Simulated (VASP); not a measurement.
Here is a VASP 6.6.1 calculation.

Contents of INCAR:

```
PREC     = Accurate       # precision mode
ENCUT    = 520            # plane-wave cutoff, eV
EDIFF    = 1E-7           # SCF threshold, eV
ISMEAR   = -1             # smearing method
SIGMA    = 0.05           # smearing width, eV
LREAL    = F              # projectors in reciprocal space
LASPH    = T              # aspherical terms in the spheres
NELM     = 100            # most SCF steps
ALGO     = Normal         # electronic algorithm
ISIF     = 2              # what is computed and relaxed
LWAVE    = F              # write WAVECAR
LCHARG   = T              # write CHGCAR
GGA      = PS             # functional
LELF     = T              # ELF
LVHAR    = T            
NBANDS   = 21             # bands
```

Contents of KPOINTS:

```
regular mesh
0
Gamma
  11 11 11
```

POSCAR

```
Sn
1.0
    0.0000000000      3.2017351634      3.2017351634
    3.2017351634      0.0000000000      3.2017351634
    3.2017351634      3.2017351634      0.0000000000
Sn
2
Direct
    0.5000000000      0.5000000000      0.5000000000
    0.7500000000      0.7500000000      0.7500000000
```

Potentials or basis: VASP PAW PBE potentials, release 64 (Sn_d).

Command:

```console
$ cat potpaw_PBE.64/Sn_d/POTCAR > POTCAR
$ mpirun -np 1 vasp_std > vasp.out
```

(1) Predict the band gap on the k mesh.

(2) What does it give for the pressure?

Results:

(1) zero (bands 14 and 15 overlap by 0.05 eV).

(2) 3.0 GPa.

Caveat: the PAW data sets were made with another functional, which shifts forces and pressure a little; spin-orbit coupling is left out, which moves the levels of the heavy elements.
